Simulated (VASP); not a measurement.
# BaO (Fm-3m) in VASP: single point with PBE

Aim: the single point of BaO with PBE.

Everything below comes from runs of VASP 6.6.1. Logs are shortened: lines on timing, memory, paths and dates and some standing lists are left out, and cuts for length are marked.

## Step 1: The cell of the first run

It takes space group Fm-3m (No. 225, cubic). Conventional cell: a = 5.450 Å, b = 5.450 Å, c = 5.450 Å, α = 90.00°, β = 90.00°, γ = 90.00°. Ba (site symmetry m-3m) has 6 O at 2.72 Å within 3.6 Å. Within 3.6 Å of O (site symmetry m-3m) lie 6 Ba at 2.72 Å.

## Step 2: Single point, PBE (volume changed by -5%)

The input, INCAR:

```
SYSTEM = BaO
PREC = Accurate
ENCUT = 600
EDIFF = 1E-6
ISMEAR = 0
SIGMA = 0.01
LREAL = .FALSE.
LASPH = .TRUE.
NELM = 120
ALGO = Normal
ISIF = 2
LWAVE = .FALSE.
LCHARG = .TRUE.
GGA = PE
LELF = .TRUE.
LVHAR = .TRUE.
NBANDS = 15
GGA_COMPAT = .FALSE.
```

The input, KPOINTS:

```
Automatic mesh
0
G
  6 6 6
  0 0 0
```

The input, POSCAR:

```
BaO
1.0
    0.0000000000      2.7249515242      2.7249515242
    2.7249515242      0.0000000000      2.7249515242
    2.7249515242      2.7249515242      0.0000000000
Ba O
1 1
Direct
    0.0000000000      0.0000000000      0.0000000000
    0.5000000000      0.5000000000      0.5000000000
```

Potentials or basis: VASP PAW PBE potentials, release 64 (Ba_sv, O).

Command:

```bash
cat potpaw_PBE.64/Ba_sv/POTCAR potpaw_PBE.64/O/POTCAR > POTCAR
mpirun -np 1 vasp_std > vasp.out
```

OUTCAR:

```text
SYSTEM = BaO
   PREC = Accurate
   ENCUT = 600
   EDIFF = 1E-6
   ISMEAR = 0
   LREAL = .FALSE.
   LASPH = .TRUE.
   NELM = 120
   ISIF = 2
   GGA = PE

 ion  position               nearest neighbor table
   1  0.000  0.000  0.000-   2 2.72   2 2.72   2 2.72   2 2.72   2 2.72   2 2.72
   2  0.500  0.500  0.500-   1 2.72   1 2.72   1 2.72   1 2.72   1 2.72   1 2.72

  LATTYP: Found a face centered cubic cell.
 ALAT       =     5.4499030484

  Lattice vectors:

 A1 = (   0.0000000000,   2.7249515242,   2.7249515242)
 A2 = (   2.7249515242,   0.0000000000,   2.7249515242)
 A3 = (   2.7249515242,   2.7249515242,   0.0000000000)

Analysis of symmetry for initial positions (statically):
=====================================================================
 Subroutine PRICEL returns:
 Original cell was already a primitive cell.

 Routine SETGRP: Setting up the symmetry group for a
 face centered cubic supercell.

 Subroutine GETGRP returns: Found 48 space group operations
 (whereof 48 operations were pure point group operations)
 out of a pool of 48 trial point group operations.

The static configuration has the point symmetry O_h .

Analysis of symmetry for dynamics (positions and initial velocities):
=====================================================================
 Subroutine PRICEL returns:
 Original cell was already a primitive cell.

 Routine SETGRP: Setting up the symmetry group for a
 face centered cubic supercell.

 Subroutine GETGRP returns: Found 48 space group operations
 (whereof 48 operations were pure point group operations)
 out of a pool of 48 trial point group operations.

The dynamic configuration has the point symmetry O_h .

 Subroutine INISYM returns: Found 48 space group operations
 (whereof 48 operations are pure point group operations),
 and found     1 'primitive' translations

----------------------------------------------------------------------------------------

                                     Primitive cell

  volume of cell :      40.4675

  direct lattice vectors                    reciprocal lattice vectors
     0.000000000  2.724951524  2.724951524    -0.183489503  0.183489503  0.183489503
     2.724951524  0.000000000  2.724951524     0.183489503 -0.183489503  0.183489503
     2.724951524  2.724951524  0.000000000     0.183489503  0.183489503 -0.183489503

  length of vectors
     3.853663402  3.853663402  3.853663402     0.317813141  0.317813141  0.317813141

  position of ions in fractional coordinates (direct lattice)
     0.000000000  0.000000000  0.000000000
     0.500000000  0.500000000  0.500000000

  ion indices of the primitive-cell ions
   primitive index   ion index
                 1           1
                 2           2

----------------------------------------------------------------------------------------

 KPOINTS: Automatic mesh

Automatic generation of k-mesh.
 Grid dimensions read from file:
 generate k-points for:    6    6    6

 Generating k-lattice:

  Cartesian coordinates                     Fractional coordinates (reciprocal lattice)
    -0.030581584  0.030581584  0.030581584     0.166666667  0.000000000  0.000000000
     0.030581584 -0.030581584  0.030581584     0.000000000  0.166666667  0.000000000
     0.030581584  0.030581584 -0.030581584     0.000000000  0.000000000  0.166666667

  Length of vectors
     0.052968857  0.052968857  0.052968857

  Shift w.r.t. Gamma in fractional coordinates (k-lattice)
     0.000000000  0.000000000  0.000000000

 Subroutine IBZKPT returns following result:
 ===========================================

 Found     16 irreducible k-points:

 Following reciprocal coordinates:
            Coordinates               Weight
  0.000000  0.000000  0.000000      1.000000
  0.166667  0.000000  0.000000      8.000000
  0.333333  0.000000  0.000000      8.000000
  0.500000  0.000000  0.000000      4.000000
  0.166667  0.166667  0.000000      6.000000
  0.333333  0.166667  0.000000     24.000000
[... 8 lines left out ...]
 -0.333333  0.333333  0.166667     24.000000
 -0.333333  0.500000  0.166667     12.000000
   k-points           NKPTS =     16   k-points in BZ     NKDIM =     16   number of bands    NBANDS=     15
   number of dos      NEDOS =    301   number of ions     NIONS =      2
   total plane-waves  NPLWV =  32768
   dimension x,y,z NGX =    32 NGY =   32 NGZ =   32
   dimension x,y,z NGXF=    64 NGYF=   64 NGZF=   64
   ions per type =               1   1
   NGX,Y,Z   is equivalent  to a cutoff of  13.80, 13.80, 13.80 a.u.
   NGXF,Y,Z  is equivalent  to a cutoff of  27.61, 27.61, 27.61 a.u.
 SYSTEM =  BaO
   PREC   = accura    normal or accurate (medium, high low for compatibility)
   ISTART =      0    job   : 0-new  1-cont  2-samecut
   ICHARG =      2    charge: 1-file 2-atom 10-const
   ISPIN  =      1    spin polarized calculation?
   LNONCOLLINEAR =      F non collinear calculations
   LSORBIT =      F    spin-orbit coupling
   LASPH  =      T    aspherical Exc in radial PAW
   ENCUT  =  600.0 eV  44.10 Ry    6.64 a.u.   7.70  7.70  7.70*2*pi/ulx,y,z
   NELM   =    120;   NELMIN=  2; NELMDL= -5     # of ELM steps
   EDIFF  = 0.1E-05   stopping-criterion for ELM
   LREAL  =      F    real-space projection
   EDIFFG = 0.1E-04   stopping-criterion for IOM
   NSW    =      0    number of steps for IOM
   IBRION =     -1    ionic relax: 0-MD 1-quasi-New 2-CG
   NFREE  =      0    steps in history (QN), initial steepest desc. (CG)
   ISIF   =      2    stress and relaxation
   ISYM   =      2    0-nonsym 1-usesym 2-fastsym
   POTIM  = 0.5000    time-step for ionic-motion
   TEBEG  =    0.0;   TEEND  =   0.0 temperature during run
   PSTRESS=    0.0 pullay stress
   NELECT =      16.0000    total number of electrons
   NUPDOWN=      -1.0000    fix difference up-down
   EMIN   =  10.00;   EMAX   =-10.00  energy-range for DOS
   EFERMI =   0.00;   METHOD = LEGACY
   ISMEAR =     0;   SIGMA  =   0.01  broadening in eV -4-tet -1-fermi 0-gaus
   EFERMI_NEDOS =   21; number of points for ismear=-14 and -15
   IALGO  =     38    algorithm
   IMIX   =      4    mixing-type and parameters
     AMIX     =   0.40;   BMIX     =  1.00
     AMIX_MAG =   1.60;   BMIX_MAG =  1.00
  volume/ion in A,a.u.               =      20.23       136.54
  Fermi-wavevector in a.u.,A,eV,Ry     =   1.201562  2.270622 19.643416  1.443750
  Thomas-Fermi vector in A             =   2.337367
   LORBIT       =      0    0 simple, 1 ext, 2 COOP (PROOUT), +10 PAW based schemes
   GGA     = PE    functional components
   LHFCALC =     F    Hartree Fock is set to
   AEXX    =    0.0000 exact exchange contribution
   IVDW    =     0    specifies the selected vdW correction
   LEPSILON=     F    determine dielectric tensor
   LRPA    =     F    only Hartree local field effects (RPA)
 non-spin polarized calculation
 Gauss-broadening in eV      SIGMA  =   0.01
  energy-cutoff  :      600.00
  volume of cell :       40.47
 maximum number of plane-waves:      1363
   NGX = 15   NGY = 15   NGZ = 15

 number of electron      15.9999998 magnetization

 Free energy of the ion-electron system (eV)
  ---------------------------------------------------
  ext. energy  EPLUGINS =         0.00000000
  ---------------------------------------------------
  free energy    TOTEN  =       -11.72822885 eV

  energy without entropy =      -11.72822885  energy(sigma->0) =      -11.72822885

 E-fermi :   2.3173     XC(G=0):  -9.8464

 val. band max:        2.2353889683   @ k =   0.5000   0.5000   0.0000
 cond. band min:       4.0294002347   @ k =   0.5000   0.5000   0.0000
 fundamental gap:      1.7940112664
 Fermi energy:         2.3173027818

 k-point     1 :       0.0000    0.0000    0.0000
  band No.  band energies     occupation
      1     -23.7031      2.00000
      2     -12.9365      2.00000
      3      -8.1112      2.00000
      4      -8.1112      2.00000
      5      -8.1112      2.00000
      6       1.7567      2.00000
      7       1.7567      2.00000
      8       1.7567      2.00000
      9       5.9857      0.00000
     10       6.8743      0.00000
     11       6.8743      0.00000
     12       6.8743      0.00000
     13       9.2660      0.00000
     14       9.2660      0.00000
     15      12.2278      0.00000

 k-point     2 :       0.1667    0.0000    0.0000
  band No.  band energies     occupation
      1     -23.6273      2.00000
      2     -13.1508      2.00000
      3      -8.1757      2.00000
      4      -8.1451      2.00000
      5      -8.1451      2.00000
      6       1.2003      2.00000
      7       1.3926      2.00000
      8       1.3926      2.00000
      9       6.6345      0.00000
     10       7.1836      0.00000
     11       7.4095      0.00000
     12       7.4095      0.00000
     13      10.0047      0.00000
     14      10.0047      0.00000
     15      13.9122      0.00000

 k-point     3 :       0.3333    0.0000    0.0000
  band No.  band energies     occupation
      1     -23.4686      2.00000
      2     -13.5814      2.00000
      3      -8.2902      2.00000
      4      -8.2102      2.00000
      5      -8.2102      2.00000
      6       0.3762      2.00000
      7       0.7842      2.00000
      8       0.7842      2.00000
      9       6.8610      0.00000
     10       8.7049      0.00000
     11       8.7049      0.00000
     12       9.4445      0.00000
     13      11.6412      0.00000
     14      11.6412      0.00000
     15      16.3754      0.00000
[... 199 lines left out ...]
 k-point    15 :      -0.3333    0.3333    0.1667
  band No.  band energies     occupation
      1     -23.3185      2.00000
      2     -13.5085      2.00000
      3      -9.0898      2.00000
      4      -9.0766      2.00000
      5      -8.2031      2.00000
      6       0.6021      2.00000
      7       1.5933      2.00000
      8       1.6036      2.00000
      9       6.9773      0.00000
     10       7.2325      0.00000
     11       9.8254      0.00000
     12      10.9803      0.00000
     13      12.4506      0.00000
     14      14.4850      0.00000
     15      15.1089      0.00000

 k-point    16 :      -0.3333    0.5000    0.1667
  band No.  band energies     occupation
      1     -23.2976      2.00000
      2     -13.3419      2.00000
      3      -9.5770      2.00000
      4      -9.0686      2.00000
      5      -8.3327      2.00000
      6       1.0032      2.00000
      7       1.9364      2.00000
      8       2.0979      2.00000
      9       5.4058      0.00000
     10       8.5067      0.00000
     11       9.1037      0.00000
     12      12.0331      0.00000
     13      12.2664      0.00000
     14      14.7434      0.00000
     15      14.9788      0.00000

------------------------ aborting loop because EDIFF is reached ----------------------------------------

  FORCE on cell =-STRESS in cart. coord.  units (eV):
  Direction    XX          YY          ZZ          XY          YZ          ZX
  --------------------------------------------------------------------------------------
  -------------------------------------------------------------------------------------
  Total        1.8769560      1.8769560      1.8769560     -0.0000000      0.0000000      0.0000000
  in kB       74.3118961     74.3118961     74.3118961     -0.0000000      0.0000000      0.0000000
  external PRESSURE =      74.3118961 kB  Pullay stress =       0.0000000 kB

 VOLUME and BASIS-vectors are now :
 -----------------------------------------------------------------------------
  energy-cutoff  :      600.00
  volume of cell :       40.47
      direct lattice vectors                 reciprocal lattice vectors
     0.000000000  2.724951524  2.724951524    -0.183489503  0.183489503  0.183489503
     2.724951524  0.000000000  2.724951524     0.183489503 -0.183489503  0.183489503
     2.724951524  2.724951524  0.000000000     0.183489503  0.183489503 -0.183489503

 POSITION                                       TOTAL-FORCE (eV/Angst)
 -----------------------------------------------------------------------------------
      0.00000      0.00000      0.00000         0.000000     -0.000000     -0.000000
      2.72495      2.72495      2.72495        -0.000000      0.000000      0.000000
 -----------------------------------------------------------------------------------
    total drift:                                0.000000     -0.000000      0.000000

  FREE ENERGIE OF THE ION-ELECTRON SYSTEM (eV)
  ---------------------------------------------------
  free  energy   TOTEN  =       -11.7282288477 eV

  energy  without entropy=      -11.7282288477  energy(sigma->0) =      -11.72822885
```

Run time: 12 s. Hardware: 1 thread of Intel Xeon 6975P-C (Granite Rapids), shared host; peak memory 0.18 GiB.

What came out:

```
Free energy            : -11.7282 eV
Pressure               : 7.4 GPa
Band gap on the k mesh : 1.79 eV, direct
```

Levels at points of the mesh, in eV from the valence-band top:
```
           k point  band 6  band 7  band 8  band 9  band 10  band 11
(0.00, 0.00, 0.00)   -0.48   -0.48   -0.48    3.75     4.64     4.64
(0.50, 0.00, 0.00)   -2.20   -1.71   -1.71    4.96     7.29     7.29
(0.50, 0.50, 0.00)   -0.23   -0.23    0.00    1.79     6.16     9.10
```

Caveat: spin-orbit coupling is left out, which moves the levels of the heavy elements. A k mesh can miss the band edges.
